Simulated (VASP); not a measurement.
Wanted: the native input for a VASP 6.6.1 run.

| Quantity | Value |
| --- | --- |
| Task | single point |
| Functional | PBE |
| Potentials or basis | VASP PAW PBE potentials, release 64 (As, Pt) |
| Cutoff | 520 eV |
| k mesh | 6 × 6 × 6 |
| Occupations | gaussian, width 0.1 eV |
| Spin | no spin polarisation |
| Dipole correction | no |
| Further INCAR settings | ALGO = Normal; EDIFF = 1e-07; NBANDS = 14 |

The structure of AsPt lies in POSCAR:

```
AsPt
1.0
    3.1860383863      0.0000000000      0.0000000000
    0.0000000000      3.1860383863      0.0000000000
    0.0000000000      0.0000000000      3.2753261671
As Pt
1 1
Direct
    0.0000000000      0.0000000000      0.0000000000
    0.5000000000      0.5000000000      0.5000000000
```

The cell was generated, and may not be a known phase.

One way to write it, as run:

INCAR

```
SYSTEM = AsPt
  PREC = Accurate
  ENCUT = 520
  EDIFF = 1E-7
  ISMEAR = 0
  SIGMA = 0.1
  LREAL = .False.
  LASPH = .True.
  NELM = 80
  ALGO = Normal
  ISIF = 2
  LWAVE = .False.
  LCHARG = .True.
  GGA = PE
  LELF = .True.
  LVHAR = .True.
  NBANDS = 14
```

KPOINTS

```
Automatic mesh
0
Gamma
  6 6 6
  0 0 0
```

Potentials or basis: VASP PAW PBE potentials, release 64 (As, Pt).

Launch:

```console
$ cat potpaw_PBE.64/As/POTCAR potpaw_PBE.64/Pt/POTCAR > POTCAR
$ mpirun -np 1 vasp_std > vasp.out
```

It gave:

| Quantity | Value |
| --- | --- |
| Pressure | -0.1 GPa |
| Band gap on the k mesh | zero (an odd number of electrons rules out a gap without spin polarisation) |

Caveat: spin-orbit coupling is left out, which moves the levels of the heavy elements; an odd number of electrons without spin polarisation forces a metal; a magnetic or distorted state may lie lower.

Run time: 21 s on 1 thread of Intel(R) Xeon(R) Platinum 8259CL CPU @ 2.50GHz (Skylake/Cascade Lake), with other jobs on the host, peak memory 0.15 GiB.
